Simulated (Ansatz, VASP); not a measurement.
One calculation of Ag, two programs

```xyz
8
Lattice="5.2892 0.0000 0.0000 0.0000 5.2892 0.0000 0.0000 0.0000 5.2892" Properties=species:S:1:pos:R:3 pbc="T T T"
Ag    2.6446    2.6446    2.6446
Ag    0.0000    0.0000    0.0000
Ag    1.3223    0.0000    2.6446
Ag    2.6446    1.3223    0.0000
Ag    2.6446    3.9669    0.0000
Ag    3.9669    0.0000    2.6446
Ag    0.0000    2.6446    3.9669
Ag    0.0000    2.6446    1.3223
```

Alike in both runs: functional PBE; k mesh 4 × 4 × 4; occupations gaussian, width 0.1 eV; no spin polarisation.

Ansatz relaxed the structure, and its values are those at the end. VASP's run is a single point on that final structure, the one shown.

|  | VASP | Ansatz |
| --- | --- | --- |
| version | VASP 6.6.1 | Ansatz 0.2.0 |
| potentials or method | VASP PAW PBE potentials, release 64 (Ag), cutoff 520 eV | scalar-relativistic, plane waves, PAW |
| valence electrons in the cell | 88 | 152 |

|  | VASP | Ansatz | Ansatz less VASP |
| --- | --- | --- | --- |
| gap on the k mesh at the Fermi level (eV) | none | none | - |
| pressure (GPa) | -0.5 | -0.4 | +0.14 |

A gap of «none» marks a metal or a gap that the smearing closes. With one functional, cell and mesh, what is left measures potentials, basis and numerics. VASP's potentials hold 88 valence electrons a cell and Ansatz's 152, so a difference there can come from the potentials and not from the codes.
